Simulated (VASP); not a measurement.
Runs of VASP 6.6.1 on Ag. The structure is that of space group P6_3/mmc (No. 194), or close to it. The cells are those of the table. This isn't the form of Ag at room conditions, which is fcc.

```csv
cell,further INCAR settings,gap on the mesh (eV),pressure (GPa)
"a = 2.957, b = 2.957, c = 9.338 Å, angles 90.0, 90.0, 120.0°, 4 atoms",ALGO = Fast; EDIFF = 1e-06; NBANDS = 30,none,(a)
"a = 2.957, b = 2.957, c = 9.478 Å, angles 90.0, 90.0, 120.0°, 4 atoms",ALGO = Fast; EDIFF = 1e-06; NBANDS = 30,none,-7.1
"a = 2.914, b = 2.914, c = 9.618 Å, angles 90.0, 90.0, 120.0°, 4 atoms",ALGO = Fast; EDIFF = 1e-06; NBANDS = 30,none,-6.0
"a = 2.957, b = 2.957, c = 9.618 Å, angles 90.0, 90.0, 120.0°, 4 atoms",ALGO = Fast; EDIFF = 1e-07; NBANDS = 30,none,-8.2
```

Alike in all rows: task single point; level PBEsol; potentials or basis VASP PAW PBE potentials, release 64 (Ag); no spin polarisation; k mesh 18 × 18 × 6; cutoff (eV) 520; smearing gaussian 0.15 eV.

Fill in the values left out.

(a) -5.8.

Caveats: the cell stands under tension; the PAW data sets were made with another functional, which shifts forces and pressure a little.

A k mesh can miss the band edges, and the runs leave out spin-orbit coupling on Ag.

A gap of «none» marks levels without a gap at the run's occupations.
